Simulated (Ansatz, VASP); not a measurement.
# MnS in VASP and in Ansatz

Contents of INCAR:

```
SYSTEM = MnS
PREC     = Accurate       ! precision mode
ENCUT    = 600            ! plane-wave cutoff, eV
EDIFF    = 1E-6           ! SCF threshold, eV
ISMEAR   = -1             ! smearing method
SIGMA    = 0.05           ! smearing width, eV
LREAL    = .False.        ! projectors in reciprocal space
LASPH    = .True.         ! aspherical terms in the spheres
NELM     = 150            ! most SCF steps
ALGO     = Normal         ! electronic algorithm
ISIF     = 3              ! what is computed and relaxed
LWAVE    = .False.        ! write WAVECAR
LCHARG   = .False.        ! write CHGCAR
ISPIN    = 2              ! spin polarisation
MAGMOM   = 4 0            ! initial moments
LORBIT   = 11             ! projections on sites
LMAXMIX  = 4              ! l up to which the mixer works
LDAU     = .True.         ! DFT+U
LDAUTYPE = 2            
LDAUL    = 2 -1           ! shell
LDAUU    = 3 0            ! U, eV
LDAUJ    = 0 0          
LDAUPRINT= 1            
GGA      = PS             ! functional
IBRION   = 2              ! ionic algorithm
NSW      = 60             ! ionic steps
EDIFFG   = -0.01          ! ionic threshold
```

File KPOINTS:

```
regular mesh
0
Gamma
  9 9 9
  0 0 0
```

POSCAR

```
MnS
1.0
    0.0000000000      2.4734634191      2.4734634191
    2.4734634191      0.0000000000      2.4734634191
    2.4734634191      2.4734634191      0.0000000000
Mn S
1 1
Direct
    0.0000000000      0.0000000000      0.0000000000
    0.7500000000      0.7500000000      0.7500000000
```

input.yaml

```yaml
crystal:
  lattice:
    - [0.0, 2.4734634191, 2.4734634191]
    - [2.4734634191, 0.0, 2.4734634191]
    - [2.4734634191, 2.4734634191, 0.0]
  atoms:
    - { symbol: Mn, position: [0.0, 0.0, 0.0], spin: 4.0 }
    - { symbol: S, position: [0.75, 0.75, 0.75] }
hamiltonian:
  xc: pbesol
  pseudopotentials: { kind: paw }
  hubbard: { sites: [{ species: Mn, l: d, u_eff: 3.0 }] }
magnetization:
  spin_polarized: true
kpoints:
  mp_grid: { grid: [9, 9, 9] }
scf:
  occupations: { method: fermi_dirac, width: 0.05 }
output:
  forces: true
  stress: true
  eigenvalues: true
relax:
  f_tol: 0.01
  max_steps: 40
  cell: { stress_tol: 0.05 }
```

Alike in both runs: task relaxation of cell and atoms; functional PBEsol; k mesh 9 × 9 × 9; occupations fermi-dirac, width 0.05 eV; collinear spin; Hubbard terms Mn d U = 3.0 eV.

|  | VASP | Ansatz |
| --- | --- | --- |
| version | VASP 6.6.1 | Ansatz 0.2.0 |
| potentials or method | VASP PAW PBE potentials, release 64 (Mn_pv, S) | Ansatz PAW |
| plane-wave cutoff (eV) | 600 | 420 |
| valence electrons in the cell | 19 | 21 |

```csv
,VASP,Ansatz,Ansatz less VASP
"gap on the k mesh at the Fermi level, each at its own relaxed structure (eV)",0.91,1.00,+0.089
net moment per atom (μB),2.50,2.50,0.000
size of the moment on the site where the two differ most (μB),4.53,4.33,-0.198
relaxed volume (Å³/atom),22.42,22.47,+0.049
relaxed length of the cell vector where the two differ most in proportion (Å),3.988,3.991,+0.0029
```

VASP's potentials were made for PBE, not for PBEsol. Site moments also hang on the region over which each program counts them. The programs project onto different local orbitals, so the same U acts differently, and such runs can settle in different states. VASP's potentials hold 19 valence electrons a cell and Ansatz's 21, so a difference there can come from the potentials and not from the codes.

Noted on VASP's run: the volume moved by over 15 % at a fixed basis, so the end points are rough. Noted on Ansatz's run: the magnetic or orbital state may not be the lowest; the volume moved by over 15 % at a fixed basis, so the end points are rough; odd divisions of the mesh miss points on the zone boundary, where band edges often lie, so the gap on the mesh can be too wide; the plane-wave basis is chosen anew once the cell has moved, so the energies of steps on either side of that aren't comparable.
